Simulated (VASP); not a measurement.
The system is Bi2Br3.

```xyz
5
Lattice="4.0412 0.0000 0.0000 -2.0206 3.4998 0.0000 0.0000 0.0000 9.5567" Properties=species:S:1:pos:R:3 pbc="T T T"
Bi    2.0206    1.1666    1.6646
Bi    0.0000    2.3332    7.8921
Br    0.0000    0.0000    0.0000
Br    0.0000    2.3332    3.3291
Br    2.0206    1.1666    6.2275
```

```yaml
Program: VASP 6.6.1
Task: relaxation of cell and atoms
Functional: PBE
Dispersion: D3(BJ)
Potentials_or_basis: VASP PAW PBE potentials, release 64 (Bi_d, Br)
Cutoff: 600 eV
k_mesh: 6 × 6 × 2
Occupations: gaussian, width 0.1 eV
Spin: no spin polarisation
```

At the start: pressure 15.4 GPa; volume 27.03 Å³/atom.

Q: How do energy, volume and symmetry change on relaxing?

A: Over 24 steps the energy falls by 446.4 meV/atom and the volume is 31.72 Å³/atom (+17.3 %); space group P-3m1 (No. 164, to 0.1 Å) before and after.

The path:
```tsv
step	energy change (eV)	largest force (eV/Å)	pressure (GPa)	volume (Å³)
1	0.0000	1.4508	15.43	135.16
2	-1.1875	0.7941	-3.40	192.70
3	-1.4603	0.3852	0.05	170.47
4	-1.4603	0.3849	-0.11	171.23
5	-1.5207	0.3046	-0.18	171.74
6	-1.6888	0.2207	-0.45	172.90
7	-1.9343	0.3663	-1.26	173.46
8	-2.0170	0.4273	-0.46	167.44
9	-2.0540	0.4629	0.42	161.94
10	-2.0565	0.4711	0.74	160.09
11	-2.0949	0.4285	0.16	160.26
12	-2.1035	0.3978	-0.31	160.26
13	-2.1346	0.3865	0.07	158.31
14	-2.1789	0.2659	1.55	152.54
15	-2.1911	0.2427	1.39	153.00
16	-2.2144	0.1463	0.97	154.40
17	-2.1918	0.3108	0.34	157.20
18	-2.2172	0.1014	0.77	155.16
19	-2.2226	0.0701	0.46	156.22
20	-2.2253	0.0450	-0.22	158.62
21	-2.2258	0.0523	-0.04	157.94
22	-2.2267	0.0446	-0.03	158.01
23	-2.2290	0.0209	-0.04	158.21
24	-2.2320	0.0232	-0.06	158.59
```

Final structure:
```cif
data_structure
_symmetry_space_group_name_H-M 'P 1'
_symmetry_Int_Tables_number 1
_cell_length_a 4.9347
_cell_length_b 4.9347
_cell_length_c 7.5201
_cell_angle_alpha 90.000
_cell_angle_beta 90.000
_cell_angle_gamma 120.000
_cell_volume 158.59
loop_
_atom_site_label
_atom_site_type_symbol
_atom_site_fract_x
_atom_site_fract_y
_atom_site_fract_z
_atom_site_occupancy
Bi1 Bi 0.66667 0.33333 0.15806 1
Bi2 Bi 0.33333 0.66667 0.84194 1
Br1 Br 0.00000 0.00000 0.00000 1
Br2 Br 0.33333 0.66667 0.34202 1
Br3 Br 0.66667 0.33333 0.65798 1
```

Caveat: the volume moved by over 15 % at a fixed basis, so the end points are rough; an odd number of electrons without spin polarisation forces a metal; a magnetic or distorted state may lie lower.
